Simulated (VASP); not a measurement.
Here is a VASP 6.6.1 calculation.

Contents of INCAR:

```
PREC = Accurate ; ENCUT = 520
EDIFF = 1E-6 ; ISMEAR = 0
SIGMA = 0.1 ; LREAL = False
LASPH = True ; NELM = 60
ALGO = Normal ; ISIF = 2
LWAVE = False ; LCHARG = True
GGA = PS ; LELF = True
LVHAR = True ; NBANDS = 26
```

The input KPOINTS:

```
regular mesh
0
Gamma
  12 12 4
```

Contents of POSCAR:

```
Si5Ge
1.0
    3.8669303801      0.0000000000      0.0000000000
   -1.9334651900      3.3488599438      0.0000000000
    0.0000000000      0.0000000000      9.4693808513
Si Ge
5 1
Direct
    0.6666666667      0.3333333333      0.1702359368
    0.3333333333      0.6666666667      0.8298785734
    0.6666666667      0.3333333333      0.4181365184
    0.0000000000      0.0000000000      0.7485475672
    0.0000000000      0.0000000000      0.4998361921
    0.3333333333      0.6666666667      0.0833652122
```

Potentials or basis: VASP PAW PBE potentials, release 64 (Si, Ge_d).

Run with:

```console
$ cat potpaw_PBE.64/Si/POTCAR potpaw_PBE.64/Ge_d/POTCAR > POTCAR
$ mpirun -np 1 vasp_std > vasp.out
```

(1) What does it give for the largest force?

(2) Predict the pressure.

(3) What does it give for the band gap on the k mesh?

Results:

(1) 0.010 eV/Å.

(2) 0.1 GPa.

(3) 0.46 eV, indirect (least direct gap 1.42 eV).

Caveat: the PAW data sets were made with another functional, which shifts forces and pressure a little.
